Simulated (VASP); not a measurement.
Runs of VASP 6.6.1 on NaCl. The structure is that of space group Fm-3m (No. 225), or close to it. The cells are those of the table. 

```csv
cell,gap on the mesh (eV),pressure (GPa)
"a = 4.246, b = 4.246, c = 4.165 Å, angles 60.6, 60.6, 58.7°, 2 atoms",4.51,-2.4
"a = 3.925, b = 3.925, c = 3.845 Å, angles 60.7, 60.7, 58.6°, 2 atoms",(a),3.0
"a = 4.165 Å, angles 60.0°, 2 atoms",4.65,-1.9
"a = 3.684 Å, angles 60.0°, 2 atoms",6.20,11.8
"a = 4.325 Å, angles 60.0°, 2 atoms",(b),-3.1
```

Alike in all rows: task single point; level PBE; potentials or basis VASP PAW PBE potentials, release 64 (Na_pv, Cl); no spin polarisation; k mesh 8 × 8 × 8; cutoff (eV) 520; smearing gaussian 0.05 eV.

**Question.** Fill in the values left out.

**Answer.** (a) 5.37; (b) 4.31.

Caveats: the cell stands under pressure (at least some runs); the cell stands under tension (at least some runs).

A k mesh can miss the band edges.
